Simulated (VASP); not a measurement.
# NbTe (P-6m2) in VASP: notebook

NbTe is run at these levels: PBE, PBEsol; tasks: single point.

All numbers are computed with VASP 6.6.1; they aren't measurements. Logs are shortened: lines on timing, memory, paths and dates and some standing lists are left out, and cuts for length are marked.

## (1) The cell of the first run

The structure is hexagonal, space group P-6m2 (No. 187). The conventional cell has a = 3.703 Å, b = 3.703 Å, c = 3.694 Å, α = 90.00°, β = 90.00°, γ = 120.00°. Nb (site symmetry -6m2) has 6 Te at 2.83 Å and 2 Nb at 3.69 Å within 3.7 Å. Within 3.7 Å of Te (site symmetry -6m2) lie 6 Nb at 2.83 Å and 2 Te at 3.69 Å.

## (2) Single point, PBE

File INCAR:

```
SYSTEM = NbTe
PREC = Accurate
ENCUT = 500
EDIFF = 1E-6
ISMEAR = -1
SIGMA = 0.037
LREAL = .False.
LASPH = .True.
NELM = 120
ALGO = Normal
ISIF = 2
LWAVE = .False.
LCHARG = .False.
GGA = PE
NBANDS = 16
GGA_COMPAT = .False.
```

File KPOINTS:

```
Automatic mesh
0
Gamma
  3 3 1
  0 0 0
```

File POSCAR:

```
NbTe
1.0
    3.7029743866      0.0000000000      0.0000000000
   -1.8514871933      3.2068698884      0.0000000000
    0.0000000000      0.0000000000      3.6942110000
Nb Te
1 1
Direct
    0.0000000000      0.0000000000      0.5000000000
    0.6666666667      0.3333333333      0.0000000000
```

Potentials or basis: VASP PAW PBE potentials, release 64 (Nb_sv, Te).

Run with:

```sh
cat potpaw_PBE.64/Nb_sv/POTCAR potpaw_PBE.64/Te/POTCAR > POTCAR
mpirun -np 1 vasp_std > vasp.out
```

OUTCAR:

```text
SYSTEM = NbTe
   PREC = Accurate
   ENCUT = 500
   EDIFF = 1E-6
   ISMEAR = -1
   LREAL = .False.
   LASPH = .True.
   NELM = 120
   ISIF = 2
   GGA = PE

 ion  position               nearest neighbor table
   1  0.000  0.000  0.500-   2 2.83   2 2.83   2 2.83   2 2.83   2 2.83   2 2.83
   2  0.667  0.333  0.000-   1 2.83   1 2.83   1 2.83   1 2.83   1 2.83   1 2.83

  LATTYP: Found a hexagonal cell.
 ALAT       =     3.7029743866
 C/A-ratio  =     0.9976334196

  Lattice vectors:

 A1 = (   3.7029743866,   0.0000000000,   0.0000000000)
 A2 = (  -1.8514871933,   3.2068698884,   0.0000000000)
 A3 = (   0.0000000000,   0.0000000000,   3.6942110000)

Analysis of symmetry for initial positions (statically):
=====================================================================
 Subroutine PRICEL returns:
 Original cell was already a primitive cell.

 Routine SETGRP: Setting up the symmetry group for a
 hexagonal supercell.

 Subroutine GETGRP returns: Found 12 space group operations
 (whereof 12 operations were pure point group operations)
 out of a pool of 24 trial point group operations.

The static configuration has the point symmetry D_3h.

Analysis of symmetry for dynamics (positions and initial velocities):
=====================================================================
 Subroutine PRICEL returns:
 Original cell was already a primitive cell.

 Routine SETGRP: Setting up the symmetry group for a
 hexagonal supercell.

 Subroutine GETGRP returns: Found 12 space group operations
 (whereof 12 operations were pure point group operations)
 out of a pool of 24 trial point group operations.

The dynamic configuration has the point symmetry D_3h.

 Subroutine INISYM returns: Found 12 space group operations
 (whereof 12 operations are pure point group operations),
 and found     1 'primitive' translations

----------------------------------------------------------------------------------------

                                     Primitive cell

  volume of cell :      43.8686

  direct lattice vectors                    reciprocal lattice vectors
     3.702974387  0.000000000  0.000000000     0.270053178  0.155915275  0.000000000
    -1.851487193  3.206869888  0.000000000     0.000000000  0.311830550  0.000000000
     0.000000000  0.000000000  3.694211000     0.000000000  0.000000000  0.270693796

  length of vectors
     3.702974387  3.702974387  3.694211000     0.311830550  0.311830550  0.270693796

  position of ions in fractional coordinates (direct lattice)
     0.000000000  0.000000000  0.500000000
     0.666666667  0.333333333  0.000000000

  ion indices of the primitive-cell ions
   primitive index   ion index
                 1           1
                 2           2

----------------------------------------------------------------------------------------

 KPOINTS: Automatic mesh

Automatic generation of k-mesh.
 Grid dimensions read from file:
 generate k-points for:    3    3    1

 Generating k-lattice:

  Cartesian coordinates                     Fractional coordinates (reciprocal lattice)
     0.090017726  0.051971758  0.000000000     0.333333333  0.000000000  0.000000000
     0.000000000  0.103943517  0.000000000     0.000000000  0.333333333  0.000000000
     0.000000000  0.000000000  0.270693796     0.000000000  0.000000000  1.000000000

  Length of vectors
     0.103943517  0.103943517  0.270693796

  Shift w.r.t. Gamma in fractional coordinates (k-lattice)
     0.000000000  0.000000000  0.000000000

 Subroutine IBZKPT returns following result:
 ===========================================

 Found      3 irreducible k-points:

 Following reciprocal coordinates:
            Coordinates               Weight
  0.000000  0.000000  0.000000      1.000000
  0.333333  0.000000  0.000000      6.000000
  0.333333  0.333333  0.000000      2.000000
   k-points           NKPTS =      3   k-points in BZ     NKDIM =      3   number of bands    NBANDS=     16
   number of dos      NEDOS =    301   number of ions     NIONS =      2
   total plane-waves  NPLWV =  21952
   dimension x,y,z NGX =    28 NGY =   28 NGZ =   28
   dimension x,y,z NGXF=    56 NGYF=   56 NGZF=   56
   ions per type =               1   1
   NGX,Y,Z   is equivalent  to a cutoff of  12.57, 12.57, 12.60 a.u.
   NGXF,Y,Z  is equivalent  to a cutoff of  25.14, 25.14, 25.20 a.u.
 SYSTEM =  NbTe
   PREC   = accura    normal or accurate (medium, high low for compatibility)
   ISTART =      0    job   : 0-new  1-cont  2-samecut
   ICHARG =      2    charge: 1-file 2-atom 10-const
   ISPIN  =      1    spin polarized calculation?
   LNONCOLLINEAR =      F non collinear calculations
   LSORBIT =      F    spin-orbit coupling
   LASPH  =      T    aspherical Exc in radial PAW
   ENCUT  =  500.0 eV  36.75 Ry    6.06 a.u.   6.75  6.75  6.74*2*pi/ulx,y,z
   NELM   =    120;   NELMIN=  2; NELMDL= -5     # of ELM steps
   EDIFF  = 0.1E-05   stopping-criterion for ELM
   LREAL  =      F    real-space projection
   EDIFFG = 0.1E-04   stopping-criterion for IOM
   NSW    =      0    number of steps for IOM
   IBRION =     -1    ionic relax: 0-MD 1-quasi-New 2-CG
   NFREE  =      0    steps in history (QN), initial steepest desc. (CG)
   ISIF   =      2    stress and relaxation
   ISYM   =      2    0-nonsym 1-usesym 2-fastsym
   POTIM  = 0.5000    time-step for ionic-motion
   TEBEG  =    0.0;   TEEND  =   0.0 temperature during run
   PSTRESS=    0.0 pullay stress
   NELECT =      19.0000    total number of electrons
   NUPDOWN=      -1.0000    fix difference up-down
   EMIN   =  10.00;   EMAX   =-10.00  energy-range for DOS
   EFERMI =   0.00;   METHOD = LEGACY
   ISMEAR =    -1;   SIGMA  =   0.04  broadening in eV -4-tet -1-fermi 0-gaus
   EFERMI_NEDOS =   21; number of points for ismear=-14 and -15
   IALGO  =     38    algorithm
   IMIX   =      4    mixing-type and parameters
     AMIX     =   0.40;   BMIX     =  1.00
     AMIX_MAG =   1.60;   BMIX_MAG =  1.00
  volume/ion in A,a.u.               =      21.93       148.02
  Fermi-wavevector in a.u.,A,eV,Ry     =   1.238630  2.340671 20.874103  1.534203
  Thomas-Fermi vector in A             =   2.373147
   LORBIT       =      0    0 simple, 1 ext, 2 COOP (PROOUT), +10 PAW based schemes
   GGA     = PE    functional components
   LHFCALC =     F    Hartree Fock is set to
   AEXX    =    0.0000 exact exchange contribution
   IVDW    =     0    specifies the selected vdW correction
   LEPSILON=     F    determine dielectric tensor
   LRPA    =     F    only Hartree local field effects (RPA)
 non-spin polarized calculation
  energy-cutoff  :      500.00
  volume of cell :       43.87
 maximum number of plane-waves:      1141
 NGX is ok and might be reduce to    28
   NGX = 13   NGY = 13   NGZ = 13

 number of electron      18.9999999 magnetization

 Free energy of the ion-electron system (eV)
  ---------------------------------------------------
  ext. energy  EPLUGINS =         0.00000000
  ---------------------------------------------------
  free energy    TOTEN  =       -11.83954069 eV

  energy without entropy =      -11.80546750  energy(sigma->0) =      -11.82250409

 E-fermi :  11.1639     XC(G=0): -11.2244

 val. band max:       10.8668641550   @ k =   0.3333   0.3333   0.0000
 cond. band min:      11.1765395301   @ k =   0.3333   0.0000   0.0000
 fundamental gap:      0.3096753751
 Fermi energy:        11.1638798036

 k-point     1 :       0.0000    0.0000    0.0000
  band No.  band energies     occupation
      1     -44.2834      2.00000
      2     -20.4516      2.00000
      3     -20.4516      2.00000
      4     -20.2211      2.00000
      5      -3.0604      2.00000
      6       7.8950      2.00000
      7       7.8950      2.00000
      8       8.2083      2.00000
      9       8.6933      2.00000
     10      11.4406      0.00113
     11      11.4406      0.00113
     12      13.6336      0.00000
     13      13.6336      0.00000
     14      13.9225      0.00000
     15      17.0255      0.00000
     16      18.2539      0.00000

 k-point     2 :       0.3333    0.0000    0.0000
  band No.  band energies     occupation
      1     -44.2765      2.00000
      2     -20.5553      2.00000
      3     -20.4762      2.00000
      4     -20.2033      2.00000
      5      -1.9383      2.00000
      6       4.9890      2.00000
      7       7.5207      2.00000
      8       8.4519      2.00000
      9       8.7093      2.00000
     10      11.1765      0.83057
     11      11.8304      0.00000
     12      12.3923      0.00000
     13      13.6593      0.00000
     14      15.3105      0.00000
     15      17.8853      0.00000
     16      19.7655      0.00000

 k-point     3 :       0.3333    0.3333    0.0000
  band No.  band energies     occupation
      1     -44.2730      2.00000
      2     -20.5581      2.00000
      3     -20.5373      2.00000
      4     -20.1944      2.00000
      5      -1.1783      2.00000
      6       4.9076      2.00000
      7       5.6884      2.00000
      8       7.3525      2.00000
      9      10.3043      2.00000
     10      10.8669      1.99935
     11      11.3859      0.00495
     12      11.4062      0.00286
     13      15.8478      0.00000
     14      17.3579      0.00000
     15      18.5055      0.00000
     16      19.3730      0.00000

------------------------ aborting loop because EDIFF is reached ----------------------------------------

  FORCE on cell =-STRESS in cart. coord.  units (eV):
  Direction    XX          YY          ZZ          XY          YZ          ZX
  --------------------------------------------------------------------------------------
  -------------------------------------------------------------------------------------
  Total       -0.8896421     -0.8896421      6.2578474      0.0000000      0.0000000      0.0000000
  in kB      -32.4916790    -32.4916790    228.5503051      0.0000000      0.0000000      0.0000000
  external PRESSURE =      54.5223157 kB  Pullay stress =       0.0000000 kB

 VOLUME and BASIS-vectors are now :
 -----------------------------------------------------------------------------
  energy-cutoff  :      500.00
  volume of cell :       43.87
      direct lattice vectors                 reciprocal lattice vectors
     3.702974387  0.000000000  0.000000000     0.270053178  0.155915275  0.000000000
    -1.851487193  3.206869888  0.000000000     0.000000000  0.311830550  0.000000000
     0.000000000  0.000000000  3.694211000     0.000000000  0.000000000  0.270693796

 POSITION                                       TOTAL-FORCE (eV/Angst)
 -----------------------------------------------------------------------------------
      0.00000      0.00000      1.84711        -0.000000      0.000000      0.000000
      1.85149      1.06896      0.00000         0.000000      0.000000      0.000000
 -----------------------------------------------------------------------------------
    total drift:                               -0.000000      0.000000      0.000000

  FREE ENERGIE OF THE ION-ELECTRON SYSTEM (eV)
  ---------------------------------------------------
  free  energy   TOTEN  =       -11.8395406886 eV

  energy  without entropy=      -11.8054675001  energy(sigma->0) =      -11.82250409
```

Wall time 9.6 s (1 thread of Intel Xeon 8259CL, shared host); peak memory 0.15 GiB.

What came out:

```
Free energy : -11.8395 eV
Pressure    : 5.5 GPa
```

Caveat: the k points lie up to 1.70 Å⁻¹ apart; spin-orbit coupling is left out, which moves the levels of the heavy elements.

(Continued in part 2 of 3.)
